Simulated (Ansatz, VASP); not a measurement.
# WS2: VASP beside Ansatz

```
W S
1.0
     1.50846    0.87091    6.14758
    -1.50846    0.87091    6.14758
     0.00000   -1.74182    6.14758
W S
1 2
Direct
  0.99933 0.99933 0.99933
  0.58589 0.58589 0.58589
  0.74608 0.74608 0.74608
```

Change from the starting cell: volume scaled by 0.85, LAPW.

Alike in both runs: task single point; functional LDA; k mesh 10 × 10 × 10; occupations fermi-dirac, width 0.03 eV; no spin polarisation.

|  | VASP | Ansatz |
| --- | --- | --- |
| version | VASP 6.6.1 | Ansatz 0.2.0 |
| potentials or method | VASP PAW LDA potentials, release 64 (W_sv, S), cutoff 520 eV | all-electron LAPW, scalar-relativistic |

```tsv
	VASP	Ansatz	Ansatz less VASP
gap on the k mesh at the Fermi level (eV)	1.12	1.11	-0.008
pressure (GPa)	28.2	27.5	-0.65
traceless stress, the component that is largest in VASP (GPa)	3.05	3.05	+0.007
rms of the force components (eV/Å)	1.544	1.510	-0.0341
```

LDA's correlation is that of Perdew and Zunger in VASP and of Perdew and Wang (1992) in Ansatz. Atom by atom the forces differ by 0.034 eV/Å (rms over components). Ansatz ran all-electron here, and VASP with PAW potentials.

Spin-orbit coupling is off throughout.
